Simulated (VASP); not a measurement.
Runs of VASP 6.6.1 on Ag. The structure is that of space group Fm-3m (No. 225), or close to it. The cells are those of the table. 

```csv
task,cell,k mesh,cutoff (eV),gap on the mesh (eV),pressure (GPa)
single point,"a = 2.933 Å, angles 60.0°, 1 atom",16 × 16 × 16,520,none,-0.1
single point,"a = 2.820 Å, angles 60.0°, 1 atom",17 × 17 × 17,520,none,(a)
relaxation of cell and atoms,"relaxed to 15 GPa from a = 2.817 Å, angles 60.0°, 1 atom",17 × 17 × 17,600,none,15.0
single point,"a = 2.817 Å, angles 60.0°, 1 atom",17 × 17 × 17,520,none,15.2
```

Alike in all rows: level PBE; potentials or basis VASP PAW PBE potentials, release 64 (Ag); no spin polarisation; smearing fermi-dirac 0.05 eV.

Problem. Fill in the values left out.

Solution. (a) 14.8.

Caveats: the cell is relaxed towards a set pressure, so the enthalpy falls and the energy may rise (some runs).

A k mesh can miss the band edges, and the runs leave out spin-orbit coupling on Ag.

A gap of «none» marks levels without a gap at the run's occupations.
